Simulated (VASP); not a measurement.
A run of VASP 6.6.1:

The input INCAR:

```
ALGO = Normal
EDIFF = 1E-6
ENCUT = 520
ISIF = 2
ISMEAR = 0
LASPH = T
LCHARG = T
LELF = T
LREAL = F
LVHAR = T
LWAVE = F
NBANDS = 11
NELM = 100
PREC = Accurate
SIGMA = 0.01
```

Contents of KPOINTS:

```
k-points
0
Gamma
  10 10 10
```

Contents of POSCAR:

```
MgO
1.0
    2.1211840597      2.1211840597      0.0000000000
   -2.1211840597      2.1211840597      0.0000000000
    0.0000000000      2.1211840597      2.0546371088
Mg O
1 1
Direct
    0.0000000000      0.0000000000      0.0000000000
    0.5000000000      0.5000000000      0.0000000000
```

Potentials or basis: VASP PAW LDA potentials, release 64 (Mg, O).

Run with:

```bash
$ cat potpaw_LDA.64/Mg/POTCAR potpaw_LDA.64/O/POTCAR > POTCAR
$ mpirun -np 1 vasp_std > vasp.out
```

Hardware: 1 thread of Intel(R) Xeon(R) Platinum 8488C (Sapphire Rapids) (shared host).

How long does it take, and how much memory?

Wall time 8 s on 1 thread of Intel(R) Xeon(R) Platinum 8488C (Sapphire Rapids) (shared host), peak memory 0.14 GiB. Counts: scf iterations 11, k points 102.
